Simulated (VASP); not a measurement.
A run of VASP 6.6.1 is set up as follows.

Contents of INCAR:

```
ALGO = Fast
EDIFF = 1E-6
ENCUT = 520
GGA = PE
ISIF = 2
ISMEAR = 0
LASPH = T
LCHARG = F
LREAL = F
LWAVE = F
NBANDS = 10
NELM = 60
PREC = Accurate
SIGMA = 0.15
```

The input KPOINTS:

```
k-points
0
Gamma
  12 12 12
```

POSCAR

```
Cs
1.0
   -2.9469375000      2.9469375000      3.0225000000
    2.9469375000     -2.9469375000      3.0225000000
    2.9469375000      2.9469375000     -3.0225000000
Cs
1
Direct
    0.0000000000      0.0000000000      0.0000000000
```

Potentials or basis: VASP PAW PBE potentials, release 64 (Cs_sv).

Run with:

```console
$ cat potpaw_PBE.64/Cs_sv/POTCAR > POTCAR
$ mpirun -np 1 vasp_std > vasp.out
```

Question: What does it give for the pressure?

Answer: 0.2 GPa.

Caveat: the cell differs from its parent crystal (strain -0.025 along x and y, +0.000 along z).
